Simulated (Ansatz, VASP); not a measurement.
# SrCl2: VASP beside Ansatz

The input INCAR:

```
ALGO = Normal
EDIFF = 1E-6
EDIFFG = -0.005
ENCUT = 600
GGA = PE
IBRION = 2
ISIF = 3
ISMEAR = 0
LASPH = True
LCHARG = False
LREAL = False
LWAVE = False
NELM = 80
NSW = 100
PREC = Accurate
SIGMA = 0.02
```

Contents of KPOINTS:

```
k-points
0
Gamma
  6 6 6
```

POSCAR

```
SrCl2
1.0
    0.0000000000      3.4855000000      3.4855000000
    3.4855000000      0.0000000000      3.4855000000
    3.4855000000      3.4855000000      0.0000000000
Sr Cl
1 2
Direct
    0.0000000000      0.0000000000      0.0000000000
    0.2500000000      0.2500000000      0.2500000000
    0.7500000000      0.7500000000      0.7500000000
```

Input for Ansatz:

```yaml
crystal:
  lattice:
    - [0.0, 3.4855, 3.4855]
    - [3.4855, 0.0, 3.4855]
    - [3.4855, 3.4855, 0.0]
  atoms:
    - { symbol: Sr, position: [0.0, 0.0, 0.0] }
    - { symbol: Cl, position: [0.25, 0.25, 0.25] }
    - { symbol: Cl, position: [0.75, 0.75, 0.75] }
basis:
  ecutwfc: 420
kpoints:
  mp_grid: { grid: [6, 6, 6] }
hamiltonian:
  xc: pbe
scf:
  occupations: { method: gaussian, width: 0.02 }
output:
  forces: true
  stress: true
  eigenvalues: true
relax:
  adjacent_minimum: "off"
  f_tol: 0.005
  max_steps: 80
  cell: { stress_tol: 0.05 }
```

Alike in both runs: task relaxation of cell and atoms; functional PBE; k mesh 6 × 6 × 6; occupations gaussian, width 0.02 eV; no spin polarisation.

|  | VASP | Ansatz |
| --- | --- | --- |
| version | VASP 6.6.1 | Ansatz 0.2.0 |
| potentials or method | VASP PAW PBE potentials, release 64 (Sr_sv, Cl), cutoff 600 eV | scalar-relativistic, plane waves, PAW |
| valence electrons in the cell | 24 | 24 |

VASP gave:

| Quantity | Value |
| --- | --- |
| gap on the k mesh at the Fermi level, each at its own relaxed structure (eV) | 5.22 |
| relaxed volume (Å³/atom) | 29.18 |
| relaxed cell length with the largest relative difference (Å) | 4.984 |

What did Ansatz give for the same quantities?

gap on the k mesh at the Fermi level, each at its own relaxed structure (eV): 5.24; relaxed volume (Å³/atom): 29.06; relaxed cell length with the largest relative difference (Å): 4.977.
